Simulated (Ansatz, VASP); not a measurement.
# Two plane-wave programs on Al

INCAR

```
SYSTEM = Al
PREC = Accurate ; ENCUT = 520
EDIFF = 1E-7 ; ISMEAR = 0
SIGMA = 0.15 ; LREAL = .False.
LASPH = .True. ; NELM = 60
ALGO = Fast ; ISIF = 2
LWAVE = .False. ; LCHARG = .False.
GGA = PE ; NBANDS = 10
```

File KPOINTS:

```
Automatic mesh
0
Gamma
  20 20 12
  0 0 0
```

POSCAR

```
Al
1.0
   -1.5528098305      1.5528098305      1.6175102401
    1.5528098305     -1.5528098305      1.6175102401
    3.1056196609      3.1056196609      0.0000000000
Al
2
Direct
    0.0195409416     -0.0195409416      0.0000000000
    0.4804590584      0.5195409416      0.5000000000
```

Input for Ansatz:

```yaml
crystal:
  lattice:
    - [-1.5528098305, 1.5528098305, 1.6175102401]
    - [1.5528098305, -1.5528098305, 1.6175102401]
    - [3.1056196609, 3.1056196609, 0.0]
  atoms:
    - { symbol: Al, position: [0.0195409416, -0.0195409416, 0.0] }
    - { symbol: Al, position: [0.4804590584, 0.5195409416, 0.5] }
basis:
  ecutwfc: 420
kpoints:
  mp_grid: { grid: [20, 20, 12] }
hamiltonian:
  xc: pbe
scf:
  occupations: { method: gaussian, width: 0.15 }
output:
  forces: true
  stress: true
  eigenvalues: true
  write_density: true
  write_potential: true
  elf: true
  volumetric_format: npy
```

Change from the starting cell: mode 1 frozen in at -0.089 Å, equal normal strain along x and y -0.0400.

Alike in both runs: task single point; functional PBE; k mesh 20 × 20 × 12; occupations gaussian, width 0.15 eV; no spin polarisation.

|  | VASP | Ansatz |
| --- | --- | --- |
| version | VASP 6.6.1 | Ansatz 0.2.0 |
| potentials or method | VASP PAW PBE potentials, release 64 (Al), cutoff 520 eV | scalar-relativistic, plane waves, PAW |
| valence electrons in the cell | 6 | 6 |

|  | VASP | Ansatz | Ansatz less VASP |
| --- | --- | --- | --- |
| gap on the k mesh at the Fermi level (eV) | none | none | - |
| pressure (GPa) | 6.7 | 6.7 | +0.02 |
| traceless stress, the component that is largest in VASP (GPa) | 1.07 | 1.06 | -0.009 |
| rms of the force components (eV/Å) | 0.042 | 0.041 | -0.0004 |

Atom by atom the forces differ by 0.000 eV/Å (rms over components). A gap of «none» marks a metal or a gap that the smearing closes.
